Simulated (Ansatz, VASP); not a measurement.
Al in VASP and in Ansatz

The input INCAR:

```
SYSTEM = Al
PREC = Accurate
ENCUT = 500
EDIFF = 1E-6
ISMEAR = -1
SIGMA = 0.0224
LREAL = .FALSE.
LASPH = .TRUE.
NELM = 120
ALGO = Normal
ISIF = 2
LWAVE = .FALSE.
LCHARG = .TRUE.
GGA = PE
LELF = .TRUE.
LVHAR = .TRUE.
NBANDS = 8
GGA_COMPAT = .FALSE.
```

File KPOINTS:

```
regular mesh
0
G
  7 7 7
  0 0 0
```

File POSCAR:

```
Al
1.0
    0.0000000000      2.0419805700      2.0419805700
    2.0419805700      0.0000000000      2.0419805700
    2.0419805700      2.0419805700      0.0000000000
Al
1
Direct
    0.0000000000      0.0000000000      0.0000000000
```

Input for Ansatz:

```yaml
crystal:
  lattice:
    - [0.0, 2.04198057, 2.04198057]
    - [2.04198057, 0.0, 2.04198057]
    - [2.04198057, 2.04198057, 0.0]
  atoms:
    - { symbol: Al, position: [0.0, 0.0, 0.0] }
  symmetry: { tolerance: 0.0003 }
kpoints:
  mp_grid: { grid: [7, 7, 7], shift: [0, 0, 0] }
magnetization:
  spin_polarized: false
scf:
  occupations: { method: fermi_dirac, width: 0.0224 }
hamiltonian:
  pseudopotentials: { kind: paw }
  xc: pbe
basis:
  ecutwfc: 420
output:
  forces: true
  stress: true
  eigenvalues: true
  write_density: true
  write_potential: true
  elf: true
  volumetric_format: npy
```

Alike in both runs: task single point; functional PBE; k mesh 7 × 7 × 7; occupations fermi-dirac, width 0.0224 eV; no spin polarisation.

|  | VASP | Ansatz |
| --- | --- | --- |
| version | VASP 6.6.1 | Ansatz 0.2.0 |
| potentials or method | VASP PAW PBE potentials, release 64 (Al), cutoff 500 eV | PAW plane waves |
| valence electrons in the cell | 3 | 3 |

|  | VASP | Ansatz | Ansatz less VASP |
| --- | --- | --- | --- |
| gap on the k mesh at the Fermi level (eV) | none | none | - |
| pressure (GPa) | -2.8 | -2.7 | +0.05 |

A gap of «none» marks a metal or a gap that the smearing closes. With one functional, cell and mesh, what is left measures potentials, basis and numerics.

The k mesh is coarse, so the values compare programs but aren't converged.
